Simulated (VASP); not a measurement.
The system is Ru3Se.

```xyz
4
Lattice="3.9907 0.0000 0.0000 0.0000 3.9907 0.0000 0.0000 0.0000 3.9907" Properties=species:S:1:pos:R:3 pbc="T T T"
Ru    0.0000    1.9953    1.9953
Ru    1.9953    0.0000    1.9953
Ru    1.9953    1.9953    0.0000
Se    0.0000    0.0000    0.0000
```

- Program: VASP 6.6.1
- Task: relaxation of cell and atoms
- Functional: PBE
- Potentials or basis: VASP PAW PBE potentials, release 64 (Ru_pv, Se)
- Cutoff: 600 eV
- k mesh: 4 × 4 × 4
- Occupations: gaussian, width 0.1 eV
- Spin: no spin polarisation

At the start: pressure -16.4 GPa; volume 15.89 Å³/atom.

Problem. How do energy, volume and symmetry change on relaxing?

Solution. Over 4 steps the energy falls by 80.4 meV/atom and the volume is 14.47 Å³/atom (-8.9 %); space group Pm-3m (No. 221, to 0.1 Å) before and after.

Step by step:
| step | energy change (eV) | largest force (eV/Å) | pressure (GPa) | volume (Å³) |
| --- | --- | --- | --- | --- |
| 1 | 0.0000 | 0.0000 | -16.41 | 63.55 |
| 2 | 0.7172 | 0.0000 | 47.67 | 49.73 |
| 3 | -0.3212 | 0.0000 | -0.81 | 58.06 |
| 4 | -0.3217 | 0.0000 | -0.17 | 57.89 |

Final structure:
```
Ru Se
1.0
     3.86837    0.00000    0.00000
     0.00000    3.86837    0.00000
     0.00000    0.00000    3.86837
Ru Se
3 1
Cartesian
  0.0000 1.9342 1.9342
  1.9342 0.0000 1.9342
  1.9342 1.9342 0.0000
  0.0000 0.0000 0.0000
```

Caveat: the k points lie up to 0.41 Å⁻¹ apart in the final cell, too coarse for converged energies and pressures of a metal.
